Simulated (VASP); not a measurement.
# HfN (F-43m) in VASP: a series of runs

HfN is run at these levels: HSE06, PBE0, PBE-based screened hybrid with 30 % exact exchange; tasks: single point.

Program: VASP 6.6.1. These are calculated values, not measurements. Logs are shortened: lines on timing, memory, paths and dates and some standing lists are left out, and cuts for length are marked.

## (1) The cell of the first run

The structure is cubic, space group F-43m (No. 216). The conventional cell has a = 4.877 Å, b = 4.877 Å, c = 4.877 Å, α = 90.00°, β = 90.00°, γ = 90.00°. Within 2.8 Å of Hf (site symmetry -43m) lie 4 N at 2.11 Å. N (site symmetry -43m) has 4 Hf at 2.11 Å within 2.8 Å.

## (2) Single point, HSE06

Contents of POSCAR:

```
HfN
1.0
    0.0000000000      2.4383461881      2.4383461881
    2.4383461881      0.0000000000      2.4383461881
    2.4383461881      2.4383461881      0.0000000000
Hf N
1 1
Direct
    0.0000000000      0.0000000000      0.0000000000
    0.2500000000      0.2500000000      0.2500000000
```

Contents of INCAR.step1:

```
SYSTEM = HfN
PREC     = Accurate       ! precision mode
ENCUT    = 520            ! plane-wave cutoff, eV
EDIFF    = 1E-5           ! SCF threshold, eV
ISMEAR   = -1             ! smearing method
SIGMA    = 0.05           ! smearing width, eV
LREAL    = .FALSE.        ! projectors in reciprocal space
LASPH    = .TRUE.         ! aspherical terms in the spheres
NELM     = 100            ! most SCF steps
ALGO     = Normal         ! electronic algorithm
ISIF     = 2              ! what is computed and relaxed
LWAVE    = .TRUE.         ! write WAVECAR
LCHARG   = .FALSE.        ! write CHGCAR
GGA      = PE             ! functional
NBANDS   = 14             ! bands
```

Contents of INCAR.step2:

```
SYSTEM = HfN
PREC     = Accurate       ! precision mode
ENCUT    = 520            ! plane-wave cutoff, eV
EDIFF    = 1E-7           ! SCF threshold, eV
ISMEAR   = -1             ! smearing method
SIGMA    = 0.05           ! smearing width, eV
LREAL    = .FALSE.        ! projectors in reciprocal space
LASPH    = .TRUE.         ! aspherical terms in the spheres
NELM     = 100            ! most SCF steps
ALGO     = Normal         ! electronic algorithm
ISIF     = 2              ! what is computed and relaxed
LWAVE    = .FALSE.        ! write WAVECAR
LCHARG   = .FALSE.        ! write CHGCAR
GGA      = PE             ! functional
LHFCALC  = .TRUE.         ! exact exchange
HFSCREEN = 0.2079         ! screening, 1/A
PRECFOCK = Normal       
ISTART   = 1            
NBANDS   = 14             ! bands
```

Contents of KPOINTS:

```
regular mesh
0
G
  6 6 6
  0 0 0
```

Potentials or basis: VASP PAW PBE potentials, release 64 (Hf_pv, N).

Command:

```console
$ cat potpaw_PBE.64/Hf_pv/POTCAR potpaw_PBE.64/N/POTCAR > POTCAR
$ cp INCAR.step1 INCAR
$ mpirun -np 1 vasp_std > vasp.out
$ cp INCAR.step2 INCAR
$ mpirun -np 1 vasp_std > vasp.out
```

OUTCAR:

```text
SYSTEM = HfN
   PREC = Accurate
   ENCUT = 520
   EDIFF = 1E-7
   ISMEAR = -1
   LREAL = .FALSE.
   LASPH = .TRUE.
   NELM = 100
   ISIF = 2
   GGA = PE
   LHFCALC = .TRUE.
   HFSCREEN = 0.2079
   PRECFOCK = Normal
   ISTART = 1

 ion  position               nearest neighbor table
   1  0.000  0.000  0.000-   2 2.11   2 2.11   2 2.11   2 2.11
   2  0.250  0.250  0.250-   1 2.11   1 2.11   1 2.11   1 2.11

  LATTYP: Found a face centered cubic cell.
 ALAT       =     4.8766923762

  Lattice vectors:

 A1 = (   0.0000000000,   2.4383461881,   2.4383461881)
 A2 = (   2.4383461881,   0.0000000000,   2.4383461881)
 A3 = (   2.4383461881,   2.4383461881,   0.0000000000)

Analysis of symmetry for initial positions (statically):
=====================================================================
 Subroutine PRICEL returns:
 Original cell was already a primitive cell.

 Routine SETGRP: Setting up the symmetry group for a
 face centered cubic supercell.

 Subroutine GETGRP returns: Found 24 space group operations
 (whereof 24 operations were pure point group operations)
 out of a pool of 48 trial point group operations.

The static configuration has the point symmetry T_d .

Analysis of symmetry for dynamics (positions and initial velocities):
=====================================================================
 Subroutine PRICEL returns:
 Original cell was already a primitive cell.

 Routine SETGRP: Setting up the symmetry group for a
 face centered cubic supercell.

 Subroutine GETGRP returns: Found 24 space group operations
 (whereof 24 operations were pure point group operations)
 out of a pool of 48 trial point group operations.

The dynamic configuration has the point symmetry T_d .

 Subroutine INISYM returns: Found 24 space group operations
 (whereof 24 operations are pure point group operations),
 and found     1 'primitive' translations

----------------------------------------------------------------------------------------

                                     Primitive cell

  volume of cell :      28.9945

  direct lattice vectors                    reciprocal lattice vectors
     0.000000000  2.438346188  2.438346188    -0.205057019  0.205057019  0.205057019
     2.438346188  0.000000000  2.438346188     0.205057019 -0.205057019  0.205057019
     2.438346188  2.438346188  0.000000000     0.205057019  0.205057019 -0.205057019

  length of vectors
     3.448342249  3.448342249  3.448342249     0.355169175  0.355169175  0.355169175

  position of ions in fractional coordinates (direct lattice)
     0.000000000  0.000000000  0.000000000
     0.250000000  0.250000000  0.250000000

  ion indices of the primitive-cell ions
   primitive index   ion index
                 1           1
                 2           2

----------------------------------------------------------------------------------------

 KPOINTS: regular mesh

Automatic generation of k-mesh.
 Grid dimensions read from file:
 generate k-points for:    6    6    6

 Generating k-lattice:

  Cartesian coordinates                     Fractional coordinates (reciprocal lattice)
    -0.034176170  0.034176170  0.034176170     0.166666667  0.000000000  0.000000000
     0.034176170 -0.034176170  0.034176170     0.000000000  0.166666667  0.000000000
     0.034176170  0.034176170 -0.034176170     0.000000000  0.000000000  0.166666667

  Length of vectors
     0.059194862  0.059194862  0.059194862

  Shift w.r.t. Gamma in fractional coordinates (k-lattice)
     0.000000000  0.000000000  0.000000000

 Subroutine IBZKPT returns following result:
 ===========================================

 Found     16 irreducible k-points:

 Following reciprocal coordinates:
            Coordinates               Weight
  0.000000  0.000000  0.000000      1.000000
  0.166667  0.000000  0.000000      8.000000
  0.333333  0.000000  0.000000      8.000000
  0.500000  0.000000  0.000000      4.000000
  0.166667  0.166667  0.000000      6.000000
  0.333333  0.166667  0.000000     24.000000
[... 8 lines left out ...]
 -0.333333  0.333333  0.166667     24.000000
 -0.333333  0.500000  0.166667     12.000000
   k-points           NKPTS =     16   k-points in BZ     NKDIM =    216   number of bands    NBANDS=     14
   number of dos      NEDOS =    301   number of ions     NIONS =      2
   total plane-waves  NPLWV =  21952
   dimension x,y,z NGX =    28 NGY =   28 NGZ =   28
   dimension x,y,z NGXF=    56 NGYF=   56 NGZF=   56
   ions per type =               1   1
   NGX,Y,Z   is equivalent  to a cutoff of  13.50, 13.50, 13.50 a.u.
   NGXF,Y,Z  is equivalent  to a cutoff of  27.00, 27.00, 27.00 a.u.
 SYSTEM =  HfN
   PREC   = accura    normal or accurate (medium, high low for compatibility)
   ISTART =      1    job   : 0-new  1-cont  2-samecut
   ICHARG =      0    charge: 1-file 2-atom 10-const
   ISPIN  =      1    spin polarized calculation?
   LNONCOLLINEAR =      F non collinear calculations
   LSORBIT =      F    spin-orbit coupling
   LASPH  =      T    aspherical Exc in radial PAW
   ENCUT  =  520.0 eV  38.22 Ry    6.18 a.u.   6.41  6.41  6.41*2*pi/ulx,y,z
   NELM   =    100;   NELMIN=  2; NELMDL=  0     # of ELM steps
   EDIFF  = 0.1E-06   stopping-criterion for ELM
   LREAL  =      F    real-space projection
   EDIFFG = 0.1E-05   stopping-criterion for IOM
   NSW    =      0    number of steps for IOM
   IBRION =     -1    ionic relax: 0-MD 1-quasi-New 2-CG
   NFREE  =      0    steps in history (QN), initial steepest desc. (CG)
   ISIF   =      2    stress and relaxation
   ISYM   =      3    0-nonsym 1-usesym 2-fastsym
   POTIM  = 0.5000    time-step for ionic-motion
   TEBEG  =    0.0;   TEEND  =   0.0 temperature during run
   PSTRESS=    0.0 pullay stress
   NELECT =      15.0000    total number of electrons
   NUPDOWN=      -1.0000    fix difference up-down
   EMIN   =  10.00;   EMAX   =-10.00  energy-range for DOS
   EFERMI =   0.00;   METHOD = LEGACY
   ISMEAR =    -1;   SIGMA  =   0.05  broadening in eV -4-tet -1-fermi 0-gaus
   EFERMI_NEDOS =   21; number of points for ismear=-14 and -15
   IALGO  =     38    algorithm
   IMIX   =      1    mixing-type and parameters
     AMIX     =   0.40;   BMIX     =  1.00
     AMIX_MAG =   1.60;   BMIX_MAG =  1.00
  volume/ion in A,a.u.               =      14.50        97.83
  Fermi-wavevector in a.u.,A,eV,Ry     =   1.314215  2.483507 23.499467  1.727162
  Thomas-Fermi vector in A             =   2.444484
   LORBIT       =      0    0 simple, 1 ext, 2 COOP (PROOUT), +10 PAW based schemes
   GGA     = PE    functional components
   LHFCALC =     T    Hartree Fock is set to
   PRECFOCK=normal    Normal, Fast or Accurate (Low or Medium for compatibility)
   ENCUT4O =  -1.0   cutoff for four orbital integrals eV
   NKREDX  =     1    reduce k-point grid by
   NKREDY  =     1    reduce k-point grid by
   NKREDZ  =     1    reduce k-point grid by
   AEXX    =    0.2500 exact exchange contribution
   HFSCREEN=    0.2079 screening length (either q_TF or 0.3 A-1)
   HFSCREENC=   0.2079 screening length for correlation (either q_TF or 0.3 A-1)
   ENCUTFOCK=  -1.0 apply spherical cutoff to Coloumb kernel
   IVDW    =     0    specifies the selected vdW correction
   LEPSILON=     F    determine dielectric tensor
   LRPA    =     F    only Hartree local field effects (RPA)
 non-spin polarized calculation
  energy-cutoff  :      520.00
  volume of cell :       28.99
 maximum number of plane-waves:       797
 NGX is ok and might be reduce to    28
  NGX = 20; NGY = 20; NGZ = 20

 number of electron      15.0000002 magnetization

 Free energy of the ion-electron system (eV)
  ---------------------------------------------------
  ext. energy  EPLUGINS =         0.00000000
  ---------------------------------------------------
  free energy    TOTEN  =       -24.69627466 eV

  energy without entropy =      -24.69247066  energy(sigma->0) =      -24.69437266

 E-fermi :   6.3102     XC(G=0):  -9.3181

 val. band max:        5.8055833653   @ k =   0.5000   0.3333   0.1667
 cond. band min:       6.4520021088   @ k =   0.3333   0.1667   0.0000
 fundamental gap:      0.6464187435
 Fermi energy:         6.3101842514

 k-point     1 :       0.0000    0.0000    0.0000
  band No.  band energies     occupation
      1     -27.5454      2.00000
      2     -27.5454      2.00000
      3     -27.5454      2.00000
      4     -12.5795      2.00000
      5      -0.6475      2.00000
      6      -0.6475      2.00000
      7      -0.6475      2.00000
      8       5.4487      2.00000
      9       8.8584      0.00000
     10       8.8585      0.00000
     11      13.4294      0.00000
     12      13.4294      0.00000
     13      13.4294      0.00000
     14      19.5578      0.00000

 k-point     2 :       0.1667    0.0000    0.0000
  band No.  band energies     occupation
      1     -27.7030      2.00000
      2     -27.5656      2.00000
      3     -27.5656      2.00000
      4     -12.2352      2.00000
      5      -1.1110      2.00000
      6      -0.4404      2.00000
      7      -0.4404      2.00000
      8       6.8078      0.00010
      9       8.4506      0.00000
     10       8.4506      0.00000
     11      12.7459      0.00000
     12      13.9816      0.00000
     13      13.9816      0.00000
     14      17.1264      0.00000

 k-point     3 :       0.3333    0.0000    0.0000
  band No.  band energies     occupation
      1     -28.0031      2.00000
      2     -27.6055      2.00000
      3     -27.6055      2.00000
      4     -11.6191      2.00000
      5      -1.2330      2.00000
      6      -0.0929      2.00000
      7      -0.0929      2.00000
      8       8.1559      0.00000
      9       8.5646      0.00000
     10       8.5646      0.00000
     11      11.7132      0.00000
     12      13.2986      0.00000
     13      13.2986      0.00000
     14      14.9626      0.00000
[... 188 lines left out ...]
 k-point    15 :      -0.3333    0.3333    0.1667
  band No.  band energies     occupation
      1     -28.0460      2.00000
      2     -27.8389      2.00000
      3     -27.7033      2.00000
      4     -11.0179      2.00000
      5      -0.6696      2.00000
      6      -0.3688      2.00000
      7       1.0381      2.00000
      8       5.0593      2.00000
      9       8.0537      0.00000
     10       9.8129      0.00000
     11      12.4444      0.00000
     12      13.1630      0.00000
     13      14.8745      0.00000
     14      17.3948      0.00000

 k-point    16 :      -0.3333    0.5000    0.1667
  band No.  band energies     occupation
      1     -28.0682      2.00000
      2     -27.8268      2.00000
      3     -27.7520      2.00000
      4     -10.9243      2.00000
      5      -1.3956      2.00000
      6       0.4717      2.00000
      7       1.4500      2.00000
      8       4.3469      2.00000
      9       7.9868      0.00000
     10      10.3997      0.00000
     11      11.5870      0.00000
     12      13.1112      0.00000
     13      17.2545      0.00000
     14      17.8962      0.00000

------------------------ aborting loop because EDIFF is reached ----------------------------------------

  FORCE on cell =-STRESS in cart. coord.  units (eV):
  Direction    XX          YY          ZZ          XY          YZ          ZX
  --------------------------------------------------------------------------------------
  -------------------------------------------------------------------------------------
  Total       -0.1078182     -0.1078182     -0.1078182      0.0000000     -0.0000000      0.0000000
  in kB       -5.9578109     -5.9578109     -5.9578109      0.0000000     -0.0000000      0.0000000
  external PRESSURE =      -5.9578109 kB  Pullay stress =       0.0000000 kB

 VOLUME and BASIS-vectors are now :
 -----------------------------------------------------------------------------
  energy-cutoff  :      520.00
  volume of cell :       28.99
      direct lattice vectors                 reciprocal lattice vectors
     0.000000000  2.438346188  2.438346188    -0.205057019  0.205057019  0.205057019
     2.438346188  0.000000000  2.438346188     0.205057019 -0.205057019  0.205057019
     2.438346188  2.438346188  0.000000000     0.205057019  0.205057019 -0.205057019

 POSITION                                       TOTAL-FORCE (eV/Angst)
 -----------------------------------------------------------------------------------
      0.00000      0.00000      0.00000         0.000000      0.000000      0.000000
      1.21917      1.21917      1.21917        -0.000000     -0.000000     -0.000000
 -----------------------------------------------------------------------------------
    total drift:                               -0.000000     -0.000000     -0.000000

  FREE ENERGIE OF THE ION-ELECTRON SYSTEM (eV)
  ---------------------------------------------------
  free  energy   TOTEN  =       -24.6962746590 eV

  energy  without entropy=      -24.6924706571  energy(sigma->0) =      -24.69437266
```

Wall time 29 min (1 thread of Intel Xeon 6975P-C (Granite Rapids), shared host); peak memory 0.25 GiB.

What came out:

```yaml
Free_energy: -24.6963 eV
Pressure: -0.6 GPa
Band_gap_on_the_k_mesh: zero (an odd number of electrons rules out a gap without spin polarisation)
```

Levels at points of the mesh, in eV from the Fermi level:
```
           k point  band 4  band 5  band 6  band 7  band 8  band 9  band 10  band 11
(0.00, 0.00, 0.00)  -18.89   -6.96   -6.96   -6.96   -0.86    2.55     2.55     7.12
(0.50, 0.00, 0.00)  -17.67   -7.23   -6.27   -6.27    1.48    3.06     3.06     4.44
(0.50, 0.50, 0.00)  -17.25   -8.48   -4.90   -4.90   -1.86    2.45     4.56     4.96
```

Caveat: the k points lie up to 0.37 Å⁻¹ apart, too coarse for converged energies and pressures of a metal; the PAW data sets were made with another functional, which shifts forces and pressure a little; spin-orbit coupling is left out, which moves the levels of the heavy elements.

## (3) Single point, HSE06

This run uses another cell than the first one, of 14.79 Å³/atom.

Contents of POSCAR:

```
HfN
1.0
    0.0000000000      2.4548220000      2.4548220000
    2.4548220000      0.0000000000      2.4548220000
    2.4548220000      2.4548220000      0.0000000000
Hf N
1 1
Direct
    0.0000000000      0.0000000000      0.0000000000
    0.2500000000      0.2500000000      0.2500000000
```

Contents of INCAR.step1:

```
PREC = Accurate
ENCUT = 520
EDIFF = 1E-5
ISMEAR = -1
SIGMA = 0.05
LREAL = F
LASPH = T
NELM = 100
ALGO = Normal
ISIF = 2
LWAVE = T
LCHARG = F
NBANDS = 14
GGA = PE
```

Contents of INCAR.step2:

```
PREC = Accurate
ENCUT = 520
EDIFF = 1E-6
ISMEAR = -1
SIGMA = 0.05
LREAL = F
LASPH = T
NELM = 100
ALGO = Normal
ISIF = 2
LWAVE = F
LCHARG = F
GGA = PE
LHFCALC = T
HFSCREEN = 0.2079
PRECFOCK = Normal
NBANDS = 14
ISTART = 1
```

Contents of KPOINTS:

```
Automatic mesh
0
Gamma
  6 6 6
```

Potentials or basis: VASP PAW PBE potentials, release 64 (Hf_pv, N).

Command:

```console
$ cat potpaw_PBE.64/Hf_pv/POTCAR potpaw_PBE.64/N/POTCAR > POTCAR
$ cp INCAR.step1 INCAR
$ mpirun -np 1 vasp_std > vasp.out
$ cp INCAR.step2 INCAR
$ mpirun -np 1 vasp_std > vasp.out
```

It took 17 min on 1 thread of Intel Xeon 6975P-C (Granite Rapids), shared host; peak memory 0.27 GiB.

The run converged. Its results:

| Item | Value |
| --- | --- |
| Free energy | -24.6867 eV |
| Pressure | -4.7 GPa |
| Band gap on the k mesh | zero (an odd number of electrons rules out a gap without spin polarisation) |

Levels at points of the mesh, in eV from the Fermi level:
| k point | band 3 | band 4 | band 5 | band 6 | band 7 | band 8 | band 9 | band 10 | band 11 | band 12 |
| --- | --- | --- | --- | --- | --- | --- | --- | --- | --- | --- |
| (0.00, 0.00, 0.00) | -33.93 | -18.78 | -6.85 | -6.85 | -6.85 | -0.91 | 2.50 | 2.50 | 6.98 | 6.98 |
| (0.50, 0.00, 0.00) | -34.00 | -17.60 | -7.18 | -6.19 | -6.19 | 1.44 | 2.99 | 2.99 | 4.36 | 5.48 |
| (0.50, 0.50, 0.00) | -34.12 | -17.21 | -8.36 | -4.87 | -4.87 | -1.85 | 2.38 | 4.45 | 4.84 | 4.84 |

Caveat: the k points lie up to 0.37 Å⁻¹ apart, too coarse for converged energies and pressures of a metal; the PAW data sets were made with another functional, which shifts forces and pressure a little; spin-orbit coupling is left out, which moves the levels of the heavy elements.

[end of part 1 of 2]
